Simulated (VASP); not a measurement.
# C2OH4 in VASP: single point with PBE

Aim: the single point of C2OH4 with PBE.

Everything below comes from runs of VASP 6.6.1. Logs are shortened: lines on timing, memory, paths and dates and some standing lists are left out, and cuts for length are marked.

## Step 1: The cell of the first run

The cell holds a molecule in a box, 7 atoms: a = 8.381 Å, b = 5.926 Å, c = 26.871 Å, α = 90.00°, β = 90.00°, γ = 90.00°.

## Step 2: Single point, PBE

Contents of INCAR:

```
PREC = Accurate
ENCUT = 520
EDIFF = 1E-6
ISMEAR = 0
SIGMA = 0.05
LREAL = F
LASPH = T
NELM = 60
ALGO = Normal
ISIF = 2
LWAVE = F
LCHARG = T
LDIPOL = T
IDIPOL = 3
DIPOL = 0.5 0.5 0.638
GGA = PE
LELF = T
LVHAR = T
LVACPOTAV = T
NBANDS = 18
```

Contents of KPOINTS:

```
Automatic mesh
0
Gamma
  2 3 1
```

Contents of POSCAR:

```
H4C2O
1.0
    8.3809955924      0.0000000000      0.0000000000
    0.0000000000      5.9262588165      0.0000000000
    0.0000000000      0.0000000000     26.8711466943
C O H
2 1 4
Direct
    0.5010689787      0.4678693209      0.6345971978
    0.4538733301      0.2298552248      0.6432123632
    0.4706453709      0.0738976485      0.6138342295
    0.3942359538      0.5618506291      0.6220436358
    0.5919757742      0.4848819419      0.6054440205
    0.5406073468      0.5471644120      0.6694367216
    0.3956165376      0.1929871639      0.6797664812
```

Potentials or basis: VASP PAW PBE potentials, release 64 (C, O, H).

Started as:

```bash
$ cat potpaw_PBE.64/C/POTCAR potpaw_PBE.64/O/POTCAR potpaw_PBE.64/H/POTCAR > POTCAR
$ mpirun -np 1 vasp_std > vasp.out
```

OUTCAR:

```text
PREC = Accurate
   ENCUT = 520
   EDIFF = 1E-6
   ISMEAR = 0
   LREAL = F
   LASPH = T
   NELM = 60
   ISIF = 2
   GGA = PE

 ion  position               nearest neighbor table
   1  0.501  0.468  0.635-   5 1.10   6 1.10   4 1.11   2 1.48
   2  0.454  0.230  0.643-   7 1.12   3 1.22   1 1.48
   3  0.471  0.074  0.614-   2 1.22
   4  0.394  0.562  0.622-   1 1.11
   5  0.592  0.485  0.605-   1 1.10
   6  0.541  0.547  0.669-   1 1.10
   7  0.396  0.193  0.680-   2 1.12

  LATTYP: Found a simple orthorhombic cell.
 ALAT       =     5.9262588165
 B/A-ratio  =     1.4142135624
 C/A-ratio  =     4.5342512918

  Lattice vectors:

 A1 = (   0.0000000000,  -5.9262588165,   0.0000000000)
 A2 = (   8.3809955924,   0.0000000000,   0.0000000000)
 A3 = (   0.0000000000,   0.0000000000,  26.8711466943)

Analysis of symmetry for initial positions (statically):
=====================================================================
 Subroutine PRICEL returns:
 Original cell was already a primitive cell.

 Routine SETGRP: Setting up the symmetry group for a
 simple orthorhombic supercell.

 Subroutine GETGRP returns: Found  1 space group operations
 (whereof  1 operations were pure point group operations)
 out of a pool of  8 trial point group operations.

The static configuration has the point symmetry C_1 .

Analysis of symmetry for dynamics (positions and initial velocities):
=====================================================================
 Subroutine PRICEL returns:
 Original cell was already a primitive cell.

 Routine SETGRP: Setting up the symmetry group for a
 simple orthorhombic supercell.

 Subroutine GETGRP returns: Found  1 space group operations
 (whereof  1 operations were pure point group operations)
 out of a pool of  8 trial point group operations.

The dynamic configuration has the point symmetry C_1 .

 Subroutine INISYM returns: Found  1 space group operations
 (whereof  1 operations are pure point group operations),
 and found     1 'primitive' translations

----------------------------------------------------------------------------------------

                                     Primitive cell

  volume of cell :    1334.6347

  direct lattice vectors                    reciprocal lattice vectors
     8.380995592  0.000000000  0.000000000     0.119317567  0.000000000  0.000000000
     0.000000000  5.926258816  0.000000000     0.000000000  0.168740521  0.000000000
     0.000000000  0.000000000 26.871146694     0.000000000  0.000000000  0.037214638

  length of vectors
     8.380995592  5.926258816 26.871146694     0.119317567  0.168740521  0.037214638

  position of ions in fractional coordinates (direct lattice)
     0.501068979  0.467869321  0.634597198
     0.453873330  0.229855225  0.643212363
     0.470645371  0.073897649  0.613834230
     0.394235954  0.561850629  0.622043636
     0.591975774  0.484881942  0.605444021
     0.540607347  0.547164412  0.669436722
     0.395616538  0.192987164  0.679766481

  ion indices of the primitive-cell ions
   primitive index   ion index
                 1           1
                 2           2
                 3           3
                 4           4
                 5           5
                 6           6
                 7           7

----------------------------------------------------------------------------------------

 KPOINTS: Automatic mesh

Automatic generation of k-mesh.
 Grid dimensions read from file:
 generate k-points for:    2    3    1

 Generating k-lattice:

  Cartesian coordinates                     Fractional coordinates (reciprocal lattice)
     0.059658783  0.000000000  0.000000000     0.500000000  0.000000000  0.000000000
     0.000000000  0.056246840  0.000000000     0.000000000  0.333333333  0.000000000
     0.000000000  0.000000000  0.037214638     0.000000000  0.000000000  1.000000000

  Length of vectors
     0.059658783  0.056246840  0.037214638

  Shift w.r.t. Gamma in fractional coordinates (k-lattice)
     0.000000000  0.000000000  0.000000000

 Subroutine IBZKPT returns following result:
 ===========================================

 Found      4 irreducible k-points:

 Following reciprocal coordinates:
            Coordinates               Weight
  0.000000  0.000000  0.000000      1.000000
  0.500000  0.000000  0.000000      1.000000
  0.000000  0.333333  0.000000      2.000000
  0.500000  0.333333  0.000000      2.000000
   k-points           NKPTS =      4   k-points in BZ     NKDIM =      4   number of bands    NBANDS=     18
   number of dos      NEDOS =    301   number of ions     NIONS =      7
   total plane-waves  NPLWV = 614400
   dimension x,y,z NGX =    64 NGY =   48 NGZ =  200
   dimension x,y,z NGXF=   128 NGYF=   96 NGZF=  400
   ions per type =               2   1   4
   NGX,Y,Z   is equivalent  to a cutoff of  12.70, 13.47, 12.37 a.u.
   NGXF,Y,Z  is equivalent  to a cutoff of  25.39, 26.93, 24.75 a.u.
 SYSTEM =  unknown system
   PREC   = accura    normal or accurate (medium, high low for compatibility)
   ISTART =      0    job   : 0-new  1-cont  2-samecut
   ICHARG =      2    charge: 1-file 2-atom 10-const
   ISPIN  =      1    spin polarized calculation?
   LNONCOLLINEAR =      F non collinear calculations
   LSORBIT =      F    spin-orbit coupling
   LASPH  =      T    aspherical Exc in radial PAW
   ENCUT  =  520.0 eV  38.22 Ry    6.18 a.u.  15.58 11.02 49.96*2*pi/ulx,y,z
   NELM   =     60;   NELMIN=  2; NELMDL= -5     # of ELM steps
   EDIFF  = 0.1E-05   stopping-criterion for ELM
   LREAL  =      F    real-space projection
   EDIFFG = 0.1E-04   stopping-criterion for IOM
   NSW    =      0    number of steps for IOM
   IBRION =     -1    ionic relax: 0-MD 1-quasi-New 2-CG
   NFREE  =      0    steps in history (QN), initial steepest desc. (CG)
   ISIF   =      2    stress and relaxation
   ISYM   =      2    0-nonsym 1-usesym 2-fastsym
   POTIM  = 0.5000    time-step for ionic-motion
   TEBEG  =    0.0;   TEEND  =   0.0 temperature during run
   PSTRESS=    0.0 pullay stress
   NELECT =      18.0000    total number of electrons
   NUPDOWN=      -1.0000    fix difference up-down
   EMIN   =  10.00;   EMAX   =-10.00  energy-range for DOS
   EFERMI =   0.00;   METHOD = LEGACY
   ISMEAR =     0;   SIGMA  =   0.05  broadening in eV -4-tet -1-fermi 0-gaus
   EFERMI_NEDOS =   21; number of points for ismear=-14 and -15
   IALGO  =     38    algorithm
   IMIX   =      4    mixing-type and parameters
     AMIX     =   0.40;   BMIX     =  1.00
     AMIX_MAG =   1.60;   BMIX_MAG =  1.00
  volume/ion in A,a.u.               =     190.66      1286.65
  Fermi-wavevector in a.u.,A,eV,Ry     =   0.389683  0.736394  2.066084  0.151853
  Thomas-Fermi vector in A             =   1.331097
   LORBIT       =      0    0 simple, 1 ext, 2 COOP (PROOUT), +10 PAW based schemes
   GGA     = PE    functional components
   LHFCALC =     F    Hartree Fock is set to
   AEXX    =    0.0000 exact exchange contribution
   IVDW    =     0    specifies the selected vdW correction
   LEPSILON=     F    determine dielectric tensor
   LRPA    =     F    only Hartree local field effects (RPA)
 non-spin polarized calculation
 Gauss-broadening in eV      SIGMA  =   0.05
  energy-cutoff  :      520.00
  volume of cell :     1334.63
 maximum number of plane-waves:     36026
 NGX is ok and might be reduce to    64
   NGX = 31   NGY = 23   NGZ = 99

 number of electron      18.0000002 magnetization

 dipolmoment           0.000000      0.000000     -0.251693 electrons x Angstroem

 Free energy of the ion-electron system (eV)
  ---------------------------------------------------
  ext. energy  EPLUGINS =         0.00000000
  ---------------------------------------------------
  free energy    TOTEN  =       -39.14495804 eV

  energy without entropy =      -39.14495804  energy(sigma->0) =      -39.14495804

 E-fermi :  -5.3456     XC(G=0):  -0.7065

 val. band max:       -5.6484217120   @ k =   0.5000   0.0000   0.0000
 cond. band min:      -1.9372581699   @ k =   0.5000   0.0000   0.0000
 fundamental gap:      3.7111635420
 Fermi energy:        -5.3455794073

 k-point     1 :       0.0000    0.0000    0.0000
  band No.  band energies     occupation
      1     -25.9713      2.00000
      2     -18.4963      2.00000
      3     -14.0500      2.00000
      4     -11.5342      2.00000
      5     -10.7038      2.00000
      6     -10.3128      2.00000
[... 10 lines left out ...]
     17       1.2800      0.00000
     18       1.6663      0.00000

 k-point     2 :       0.5000    0.0000    0.0000
  band No.  band energies     occupation
      1     -25.9713      2.00000
      2     -18.4963      2.00000
      3     -14.0500      2.00000
      4     -11.5342      2.00000
      5     -10.7042      2.00000
      6     -10.3128      2.00000
[... 10 lines left out ...]
     17       1.1669      0.00000
     18       1.2577      0.00000

 k-point     3 :       0.0000    0.3333    0.0000
  band No.  band energies     occupation
      1     -25.9704      2.00000
      2     -18.5144      2.00000
      3     -14.0209      2.00000
      4     -11.4205      2.00000
      5     -10.6833      2.00000
      6     -10.4024      2.00000
[... 10 lines left out ...]
     17       1.3941      0.00000
     18       1.6810      0.00000

 k-point     4 :       0.5000    0.3333    0.0000
  band No.  band energies     occupation
      1     -25.9704      2.00000
      2     -18.5143      2.00000
      3     -14.0208      2.00000
      4     -11.4205      2.00000
      5     -10.6835      2.00000
      6     -10.4024      2.00000
[... 10 lines left out ...]
     17       1.2802      0.00000
     18       1.6313      0.00000

------------------------ aborting loop because EDIFF is reached ----------------------------------------

 vacuum level on the upper side and lower side of the slab       (xc-potential included)        -0.382         0.194

  FORCE on cell =-STRESS in cart. coord.  units (eV):
  Direction    XX          YY          ZZ          XY          YZ          ZX
  --------------------------------------------------------------------------------------
  -------------------------------------------------------------------------------------
  Total       -0.1076244      0.1837581      0.0094895      0.0513230      0.0433439     -0.1730794
  in kB       -0.1291990      0.2205944      0.0113918      0.0616113      0.0520327     -0.2077752
  external PRESSURE =       0.0342624 kB  Pullay stress =       0.0000000 kB

 VOLUME and BASIS-vectors are now :
 -----------------------------------------------------------------------------
  energy-cutoff  :      520.00
  volume of cell :     1334.63
      direct lattice vectors                 reciprocal lattice vectors
     8.380995592  0.000000000  0.000000000     0.119317567  0.000000000  0.000000000
     0.000000000  5.926258816  0.000000000     0.000000000  0.168740521  0.000000000
     0.000000000  0.000000000 26.871146694     0.000000000  0.000000000  0.037214638

 POSITION                                       TOTAL-FORCE (eV/Angst)
 -----------------------------------------------------------------------------------
      4.19946      2.77271     17.05235         0.030512      0.354904     -0.164519
      3.80391      1.36218     17.28385        -0.120915     -0.581023     -0.013275
      3.94448      0.43794     16.49443         0.103504      0.094287     -0.042017
      3.30409      3.32967     16.71503         0.089344      0.019397      0.092736
      4.96135      2.87354     16.26898        -0.032636     -0.057073      0.021602
      4.53083      3.24264     17.98853         0.001330      0.047298     -0.022620
      3.31566      1.14369     18.26610        -0.071140      0.122211      0.128092
 -----------------------------------------------------------------------------------
    total drift:                                0.000441      0.000060     -0.000734

  FREE ENERGIE OF THE ION-ELECTRON SYSTEM (eV)
  ---------------------------------------------------
  free  energy   TOTEN  =       -39.1449580429 eV

  energy  without entropy=      -39.1449580429  energy(sigma->0) =      -39.14495804

 vacuum level on the upper side and lower side of the slab        -0.244         0.673
```

Wall time 4.1 min (1 thread of Intel Xeon Platinum 8488C (Sapphire Rapids), shared host); peak memory 1.1 GiB.

What came out:

```
Free energy                            : -39.1450 eV
Largest force                          : 0.594 eV/Å
Gap between the frontier levels        : 3.71 eV, direct
Ionisation potential of the upper face : 5.40 eV
```

Forces on the atoms (eV/Å):
```
C    0.031  0.355 -0.165
C   -0.121 -0.581 -0.013
O    0.104  0.094 -0.042
H    0.089  0.019  0.093
H   -0.033 -0.057  0.022
H    0.001  0.047 -0.023
H   -0.071  0.122  0.128
```
